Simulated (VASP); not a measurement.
# Ti3Al (P-6m2) in VASP: a series of runs, part 2 of 2

VASP 6.6.1.

### Step 4. Single point, PBE

This run uses another cell than the first one, of the same volume but with other edges.

INCAR

```
SYSTEM = Ti3Al
PREC     = Accurate       ! precision mode
ENCUT    = 520            ! plane-wave cutoff, eV
EDIFF    = 1E-6           ! SCF threshold, eV
ISMEAR   = 0              ! smearing method
SIGMA    = 0.15           ! smearing width, eV
LREAL    = .FALSE.        ! projectors in reciprocal space
LASPH    = .TRUE.         ! aspherical terms in the spheres
NELM     = 80             ! most SCF steps
ALGO     = Fast           ! electronic algorithm
ISIF     = 2              ! what is computed and relaxed
LWAVE    = .FALSE.        ! write WAVECAR
LCHARG   = .TRUE.         ! write CHGCAR
GGA      = PE             ! functional
LELF     = .TRUE.         ! ELF
LVHAR    = .TRUE.       
NBANDS   = 28             ! bands
```

KPOINTS

```
Automatic mesh
0
G
  15 15 6
  0 0 0
```

POSCAR

```
Ti3Al
1.0
    3.0123075325      0.0000000000      0.0000000000
   -1.5061537662      2.6087348472      0.0000000000
    0.0000000000      0.0000000000      8.7323783060
Ti Al
3 1
Direct
    0.6666666667      0.3333333333      0.0000000000
    0.3333333333      0.6666666667      0.7342089107
    0.3333333333      0.6666666667      0.2657910893
    0.6666666667      0.3333333333      0.5000000000
```

Potentials or basis: VASP PAW PBE potentials, release 64 (Ti_sv, Al).

Started as:

```sh
> cat potpaw_PBE.64/Ti_sv/POTCAR potpaw_PBE.64/Al/POTCAR > POTCAR
> mpirun -np 1 vasp_std > vasp.out
```

OUTCAR:

```text
SYSTEM = Ti3Al
   PREC = Accurate
   ENCUT = 520
   EDIFF = 1E-6
   ISMEAR = 0
   LREAL = .FALSE.
   LASPH = .TRUE.
   NELM = 80
   ISIF = 2
   GGA = PE

 ion  position               nearest neighbor table
   1  0.667  0.333  0.000-   2 2.90   3 2.90   2 2.90   3 2.90   2 2.90   3 2.90
   2  0.333  0.667  0.734-   4 2.68   4 2.68   4 2.68   1 2.90   1 2.90   1 2.90
   3  0.333  0.667  0.266-   4 2.68   4 2.68   4 2.68   1 2.90   1 2.90   1 2.90
   4  0.667  0.333  0.500-   2 2.68   3 2.68   2 2.68   3 2.68   2 2.68   3 2.68

  LATTYP: Found a hexagonal cell.
 ALAT       =     3.0123075325
 C/A-ratio  =     2.8989000000
[... 944 lines left out ...]
  --------------------------------------------------------------------------------------
  -------------------------------------------------------------------------------------
  Total       -1.1478150     -1.1478150      4.2572278     -0.0000000      0.0000000     -0.0000000
  in kB      -26.7991307    -26.7991307     99.3975499     -0.0000000      0.0000000     -0.0000000
  external PRESSURE =      15.2664295 kB  Pullay stress =       0.0000000 kB

 VOLUME and BASIS-vectors are now :
 -----------------------------------------------------------------------------
  energy-cutoff  :      520.00
  volume of cell :       68.62
      direct lattice vectors                 reciprocal lattice vectors
     3.012307532  0.000000000  0.000000000     0.331971417  0.191663787  0.000000000
    -1.506153766  2.608734847  0.000000000     0.000000000  0.383327574  0.000000000
     0.000000000  0.000000000  8.732378306     0.000000000  0.000000000  0.114516340

 POSITION                                       TOTAL-FORCE (eV/Angst)
 -----------------------------------------------------------------------------------
      1.50615      0.86958      0.00000        -0.000000      0.000000      0.000000
     -0.00000      1.73916      6.41139         0.000000      0.000000      1.338059
     -0.00000      1.73916      2.32099         0.000000     -0.000000     -1.338059
      1.50615      0.86958      4.36619         0.000000      0.000000      0.000000
 -----------------------------------------------------------------------------------
    total drift:                                0.000000     -0.000000     -0.000000

  FREE ENERGIE OF THE ION-ELECTRON SYSTEM (eV)
  ---------------------------------------------------
  free  energy   TOTEN  =       -27.4259357557 eV

  energy  without entropy=      -27.3787853006  energy(sigma->0) =      -27.40236053
```

OSZICAR:

```text
N       E                     dE             d eps       ncg     rms          rms(c)
DAV:   1     0.469620957559E+03    0.46962E+03   -0.19621E+04  6048   0.162E+03
DAV:   2     0.262161537173E+02   -0.44340E+03   -0.43516E+03  6116   0.497E+02
DAV:   3    -0.259186727234E+02   -0.52135E+02   -0.50938E+02 10484   0.144E+02
[... 35 lines left out ...]
RMM:  39    -0.274259341396E+02    0.23223E-06   -0.18986E-05  7826   0.167E-02    0.258E-02
RMM:  40    -0.274259343120E+02   -0.17239E-06   -0.17536E-05  7456   0.151E-02    0.225E-02
RMM:  41    -0.274259348626E+02   -0.55054E-06   -0.11138E-05  6748   0.123E-02    0.219E-02
RMM:  42    -0.274259353824E+02   -0.51979E-06   -0.11613E-05  7019   0.121E-02    0.201E-02
RMM:  43    -0.274259357557E+02   -0.37337E-06   -0.76990E-06  6756   0.110E-02
   1 F= -.27425936E+02 E0= -.27402361E+02  d E =-.471505E-01
```

It took 17 min on 1 thread of Intel Xeon 8259CL, shared host; peak memory 0.32 GiB.

What came out:

```yaml
Free_energy: -27.4259 eV
Pressure: 1.5 GPa
Largest_force: 1.338 eV/Å
Band_gap_on_the_k_mesh: zero (an odd number of electrons rules out a gap without spin polarisation)
```

Forces in eV/Å, atoms in the order of the input:
```
Ti   0.000  0.000  0.000
Ti   0.000  0.000  1.338
Ti   0.000  0.000 -1.338
Al   0.000  0.000  0.000
```

Caveat: the stress differs along the axes, from -3 to 10 GPa; forces of over 1 eV/Å act on the atoms, so gaps and moduli don't describe the material at rest.

### Step 5. Single point, PBE

This run uses another cell than the first one, of the same volume but with other edges.

INCAR

```
PREC = Accurate
ENCUT = 520
EDIFF = 1E-7
ISMEAR = 0
SIGMA = 0.15
LREAL = False
LASPH = True
NELM = 100
ALGO = Fast
ISIF = 2
LWAVE = False
LCHARG = False
GGA = PE
NBANDS = 28
```

KPOINTS

```
Automatic mesh
0
Gamma
  15 15 6
```

POSCAR

```
Ti3Al
1.0
    2.9562683061      0.0000000000      0.0000000000
   -1.4781341530      2.5602034534      0.0000000000
    0.0000000000      0.0000000000      9.0665792679
Ti Al
3 1
Direct
    0.6666666667      0.3333333333      0.0000000000
    0.3333333333      0.6666666667      0.7558737898
    0.3333333333      0.6666666667      0.2441262102
    0.6666666667      0.3333333333      0.5000000000
```

Potentials or basis: VASP PAW PBE potentials, release 64 (Ti_sv, Al).

Started as:

```sh
> cat potpaw_PBE.64/Ti_sv/POTCAR potpaw_PBE.64/Al/POTCAR > POTCAR
> mpirun -np 1 vasp_std > vasp.out
```

OUTCAR:

```text
PREC = Accurate
   ENCUT = 520
   EDIFF = 1E-7
   ISMEAR = 0
   LREAL = False
   LASPH = True
   NELM = 100
   ISIF = 2
   GGA = PE

 ion  position               nearest neighbor table
   1  0.667  0.333  0.000-   2 2.80   3 2.80   2 2.80   3 2.80   2 2.80   3 2.80
   2  0.333  0.667  0.756-   1 2.80   1 2.80   1 2.80   4 2.88   4 2.88   4 2.88
   3  0.333  0.667  0.244-   1 2.80   1 2.80   1 2.80   4 2.88   4 2.88   4 2.88
   4  0.667  0.333  0.500-   2 2.88   3 2.88   2 2.88   3 2.88   2 2.88   3 2.88

  LATTYP: Found a hexagonal cell.
 ALAT       =     2.9562683061
 C/A-ratio  =     3.0669000000

  Lattice vectors:

 A1 = (   2.9562683061,   0.0000000000,   0.0000000000)
 A2 = (  -1.4781341530,   2.5602034534,   0.0000000000)
 A3 = (   0.0000000000,   0.0000000000,   9.0665792679)

Analysis of symmetry for initial positions (statically):
=====================================================================
 Subroutine PRICEL returns:
 Original cell was already a primitive cell.

 Routine SETGRP: Setting up the symmetry group for a
 hexagonal supercell.

 Subroutine GETGRP returns: Found 12 space group operations
 (whereof 12 operations were pure point group operations)
 out of a pool of 24 trial point group operations.

The static configuration has the point symmetry D_3h.

Analysis of symmetry for dynamics (positions and initial velocities):
=====================================================================
 Subroutine PRICEL returns:
 Original cell was already a primitive cell.

 Routine SETGRP: Setting up the symmetry group for a
 hexagonal supercell.

 Subroutine GETGRP returns: Found 12 space group operations
 (whereof 12 operations were pure point group operations)
 out of a pool of 24 trial point group operations.

The dynamic configuration has the point symmetry D_3h.

 Subroutine INISYM returns: Found 12 space group operations
 (whereof 12 operations are pure point group operations),
 and found     1 'primitive' translations

----------------------------------------------------------------------------------------

                                     Primitive cell

  volume of cell :      68.6218

  direct lattice vectors                    reciprocal lattice vectors
     2.956268306  0.000000000  0.000000000     0.338264290  0.195296979  0.000000000
    -1.478134153  2.560203453  0.000000000     0.000000000  0.390593958  0.000000000
     0.000000000  0.000000000  9.066579268     0.000000000  0.000000000  0.110295181

  length of vectors
     2.956268306  2.956268306  9.066579268     0.390593958  0.390593958  0.110295181

  position of ions in fractional coordinates (direct lattice)
     0.666666667  0.333333333  0.000000000
     0.333333333  0.666666667  0.755873790
     0.333333333  0.666666667  0.244126210
     0.666666667  0.333333333  0.500000000

  ion indices of the primitive-cell ions
   primitive index   ion index
                 1           1
                 2           2
                 3           3
                 4           4

----------------------------------------------------------------------------------------

 KPOINTS: Automatic mesh

Automatic generation of k-mesh.
 Grid dimensions read from file:
 generate k-points for:   15   15    6

 Generating k-lattice:

  Cartesian coordinates                     Fractional coordinates (reciprocal lattice)
     0.022550953  0.013019799  0.000000000     0.066666667 -0.000000000  0.000000000
     0.000000000  0.026039597  0.000000000     0.000000000  0.066666667  0.000000000
     0.000000000  0.000000000  0.018382530     0.000000000  0.000000000  0.166666667

  Length of vectors
     0.026039597  0.026039597  0.018382530

  Shift w.r.t. Gamma in fractional coordinates (k-lattice)
     0.000000000  0.000000000  0.000000000

 Subroutine IBZKPT returns following result:
 ===========================================

 Found    108 irreducible k-points:

 Following reciprocal coordinates:
            Coordinates               Weight
  0.000000  0.000000  0.000000      1.000000
  0.066667 -0.000000  0.000000      6.000000
  0.133333  0.000000  0.000000      6.000000
  0.200000  0.000000  0.000000      6.000000
  0.266667  0.000000  0.000000      6.000000
  0.333333  0.000000  0.000000      6.000000
[... 16 lines left out ...]
  0.333333  0.200000  0.000000     12.000000
  0.400000  0.200000  0.000000      6.000000
 [... further k-points ...]
   k-points           NKPTS =    108   k-points in BZ     NKDIM =    108   number of bands    NBANDS=     28
   number of dos      NEDOS =    301   number of ions     NIONS =      4
   total plane-waves  NPLWV =  40320
   dimension x,y,z NGX =    24 NGY =   24 NGZ =   70
   dimension x,y,z NGXF=    48 NGYF=   48 NGZF=  140
   ions per type =               3   1
   NGX,Y,Z   is equivalent  to a cutoff of  13.50, 13.50, 12.84 a.u.
   NGXF,Y,Z  is equivalent  to a cutoff of  26.99, 26.99, 25.67 a.u.
 SYSTEM =  unknown system
   PREC   = accura    normal or accurate (medium, high low for compatibility)
   ISTART =      0    job   : 0-new  1-cont  2-samecut
   ICHARG =      2    charge: 1-file 2-atom 10-const
   ISPIN  =      1    spin polarized calculation?
   LNONCOLLINEAR =      F non collinear calculations
   LSORBIT =      F    spin-orbit coupling
   LASPH  =      T    aspherical Exc in radial PAW
   ENCUT  =  520.0 eV  38.22 Ry    6.18 a.u.   5.50  5.50 16.86*2*pi/ulx,y,z
   NELM   =    100;   NELMIN=  2; NELMDL= -5     # of ELM steps
   EDIFF  = 0.1E-06   stopping-criterion for ELM
   LREAL  =      F    real-space projection
   EDIFFG = 0.1E-05   stopping-criterion for IOM
   NSW    =      0    number of steps for IOM
   IBRION =     -1    ionic relax: 0-MD 1-quasi-New 2-CG
   NFREE  =      0    steps in history (QN), initial steepest desc. (CG)
   ISIF   =      2    stress and relaxation
   ISYM   =      2    0-nonsym 1-usesym 2-fastsym
   POTIM  = 0.5000    time-step for ionic-motion
   TEBEG  =    0.0;   TEEND  =   0.0 temperature during run
   PSTRESS=    0.0 pullay stress
   NELECT =      39.0000    total number of electrons
   NUPDOWN=      -1.0000    fix difference up-down
   EMIN   =  10.00;   EMAX   =-10.00  energy-range for DOS
   EFERMI =   0.00;   METHOD = LEGACY
   ISMEAR =     0;   SIGMA  =   0.15  broadening in eV -4-tet -1-fermi 0-gaus
   EFERMI_NEDOS =   21; number of points for ismear=-14 and -15
   IALGO  =     68    algorithm
   IMIX   =      4    mixing-type and parameters
     AMIX     =   0.40;   BMIX     =  1.00
     AMIX_MAG =   1.60;   BMIX_MAG =  1.00
  volume/ion in A,a.u.               =      17.16       115.77
  Fermi-wavevector in a.u.,A,eV,Ry     =   1.356050  2.562563 25.019375  1.838872
  Thomas-Fermi vector in A             =   2.483086
   LORBIT       =      0    0 simple, 1 ext, 2 COOP (PROOUT), +10 PAW based schemes
   GGA     = PE    functional components
   LHFCALC =     F    Hartree Fock is set to
   AEXX    =    0.0000 exact exchange contribution
   IVDW    =     0    specifies the selected vdW correction
   LEPSILON=     F    determine dielectric tensor
   LRPA    =     F    only Hartree local field effects (RPA)
 non-spin polarized calculation
 RMM-DIIS sequential band-by-band and
 Gauss-broadening in eV      SIGMA  =   0.15
  energy-cutoff  :      520.00
  volume of cell :       68.62
 maximum number of plane-waves:      1905
 NGX is ok and might be reduce to    24

 number of electron      39.0000006 magnetization

 Free energy of the ion-electron system (eV)
  ---------------------------------------------------
  ext. energy  EPLUGINS =         0.00000000
  ---------------------------------------------------
  free energy    TOTEN  =       -27.75820040 eV

  energy without entropy =      -27.72021596  energy(sigma->0) =      -27.73920818

 E-fermi :   7.9647     XC(G=0): -11.1813

 val. band max:        7.9561230380   @ k =   0.2667   0.1333   0.0000
 cond. band min:       7.9672037463   @ k =   0.3333   0.3333   0.3333
 fundamental gap:      0.0110807083
 Fermi energy:         7.9647466723

 k-point     1 :       0.0000    0.0000    0.0000
  band No.  band energies     occupation
      1     -48.7759      2.00000
      2     -48.7306      2.00000
      3     -48.6304      2.00000
      4     -25.3226      2.00000
      5     -25.0563      2.00000
      6     -24.7403      2.00000
[... 20 lines left out ...]
     27       9.9561      0.00000
[... 691 lines left out ...]
      6     -25.0952      2.00000
[... 20 lines left out ...]
     27      10.8432      0.00000
     28      11.5418      0.00000

 [... further k-points ...]
[... 5 lines left out ...]
  --------------------------------------------------------------------------------------
  -------------------------------------------------------------------------------------
  Total       -0.4406836     -0.4406836      1.2764023     -0.0000000      0.0000000      0.0000000
  in kB      -10.2890598    -10.2890598     29.8013804     -0.0000000      0.0000000      0.0000000
  external PRESSURE =       3.0744203 kB  Pullay stress =       0.0000000 kB

 VOLUME and BASIS-vectors are now :
 -----------------------------------------------------------------------------
  energy-cutoff  :      520.00
  volume of cell :       68.62
      direct lattice vectors                 reciprocal lattice vectors
     2.956268306  0.000000000  0.000000000     0.338264290  0.195296979  0.000000000
    -1.478134153  2.560203453  0.000000000     0.000000000  0.390593958  0.000000000
     0.000000000  0.000000000  9.066579268     0.000000000  0.000000000  0.110295181

 POSITION                                       TOTAL-FORCE (eV/Angst)
 -----------------------------------------------------------------------------------
      1.47813      0.85340      0.00000         0.000000      0.000000      0.000000
     -0.00000      1.70680      6.85319        -0.000000      0.000000     -0.384947
     -0.00000      1.70680      2.21339        -0.000000      0.000000      0.384947
      1.47813      0.85340      4.53329         0.000000     -0.000000      0.000000
 -----------------------------------------------------------------------------------
    total drift:                                0.000000     -0.000000     -0.000000

  FREE ENERGIE OF THE ION-ELECTRON SYSTEM (eV)
  ---------------------------------------------------
  free  energy   TOTEN  =       -27.7582004028 eV

  energy  without entropy=      -27.7202159603  energy(sigma->0) =      -27.73920818
```

Wall time 25 min (1 thread of Intel Xeon 8259CL, shared host); peak memory 0.32 GiB.

What came out:

```
Free energy            : -27.7582 eV
Pressure               : 0.3 GPa
Largest force          : 0.385 eV/Å
Band gap on the k mesh : zero (an odd number of electrons rules out a gap without spin polarisation)
```

Forces in eV/Å, atoms in the order of the input:
```
Ti   0.000  0.000  0.000
Ti   0.000  0.000 -0.385
Ti   0.000  0.000  0.385
Al   0.000  0.000  0.000
```

Stress tensor (GPa, compression positive):
```
-1.03  0.00  0.00
 0.00 -1.03  0.00
 0.00  0.00  2.98
```

### Step 6. Single point, PBE

This run uses another cell than the first one, of the same volume but with other edges.

INCAR

```
ALGO = Fast
EDIFF = 1E-7
ENCUT = 520
GGA = PE
ISIF = 2
ISMEAR = 0
LASPH = T
LCHARG = F
LREAL = F
LWAVE = F
NBANDS = 28
NELM = 100
PREC = Accurate
SIGMA = 0.15
```

KPOINTS

```
k-points
0
Gamma
  15 15 6
```

POSCAR

```
Ti3Al
1.0
    2.8555218141      0.0000000000      0.0000000000
   -1.4277609070      2.4729544320      0.0000000000
    0.0000000000      0.0000000000      9.7176262854
Ti Al
3 1
Direct
    0.6666666667      0.3333333333      0.0000000000
    0.3333333333      0.6666666667      0.7667062293
    0.3333333333      0.6666666667      0.2332937707
    0.6666666667      0.3333333333      0.5000000000
```

Potentials or basis: VASP PAW PBE potentials, release 64 (Ti_sv, Al).

Started as:

```sh
> cat potpaw_PBE.64/Ti_sv/POTCAR potpaw_PBE.64/Al/POTCAR > POTCAR
> mpirun -np 1 vasp_std > vasp.out
```

Wall time 32 min (1 thread of Intel Xeon 8259CL, shared host); peak memory 0.32 GiB.

It converged, with:

| Property | Result |
| --- | --- |
| Free energy | -27.4715 eV |
| Pressure | 1.4 GPa |
| Largest force | 1.091 eV/Å |
| Band gap on the k mesh | zero (an odd number of electrons rules out a gap without spin polarisation) |

Forces on the atoms (eV/Å):
```
Ti   0.000  0.000  0.000
Ti   0.000  0.000 -1.091
Ti   0.000  0.000  1.091
Al   0.000  0.000  0.000
```

Stress tensor (GPa, compression positive):
```
 5.35  0.00  0.00
 0.00  5.35  0.00
 0.00  0.00 -6.48
```

Levels at points of the mesh, in eV from the Fermi level:
```
           k point  band 16  band 17  band 18  band 19  band 20  band 21  band 22  band 23
(0.00, 0.00, 0.00)    -2.75    -1.58     0.45     0.70     0.86     0.86     0.90     0.90
(0.00, 0.00, 0.50)    -3.56    -1.72     0.38     0.72     0.86     0.86     0.90     0.90
```

Caveat: the stress differs along the axes, from -6 to 5 GPa; forces of over 1 eV/Å act on the atoms, so gaps and moduli don't describe the material at rest.

### Step 7. Summary

```tsv
cell	further INCAR settings	gap on the mesh (eV)	pressure (GPa)	largest force (eV/Å)
a = 2.904, b = 2.904, c = 9.395 Å, angles 90.0, 90.0, 120.0°, 4 atoms, atomic positions A	ALGO = Fast; EDIFF = 1e-06; NBANDS = 28	none	-0.4	0.30
a = 2.956, b = 2.956, c = 9.067 Å, angles 90.0, 90.0, 120.0°, 4 atoms, atomic positions B	ALGO = Fast; EDIFF = 1e-06; NBANDS = 28	none	0.8	1.22
a = 3.012, b = 3.012, c = 8.732 Å, angles 90.0, 90.0, 120.0°, 4 atoms, atomic positions B	ALGO = Fast; EDIFF = 1e-06; NBANDS = 28	none	1.5	1.34
a = 2.956, b = 2.956, c = 9.067 Å, angles 90.0, 90.0, 120.0°, 4 atoms, atomic positions C	ALGO = Fast; EDIFF = 1e-07; NBANDS = 28	none	0.3	0.38
a = 2.856, b = 2.856, c = 9.718 Å, angles 90.0, 90.0, 120.0°, 4 atoms, atomic positions D	ALGO = Fast; EDIFF = 1e-07; NBANDS = 28	none	1.4	1.09
```

Alike in all rows: task single point; level PBE; potentials or basis VASP PAW PBE potentials, release 64 (Ti_sv, Al); no spin polarisation; k mesh 15 × 15 × 6; cutoff (eV) 520; smearing gaussian 0.15 eV.

Caveats: forces of over 1 eV/Å act on the atoms, so gaps and moduli don't describe the material at rest (at least some runs); the stress differs along the axes, from -1 to 5 GPa (at least some runs); the stress differs along the axes, from -3 to 10 GPa (at least some runs); the stress differs along the axes, from -6 to 5 GPa (at least some runs).

Total energies depend on the potentials used, so only differences within one code and one set of settings carry meaning.
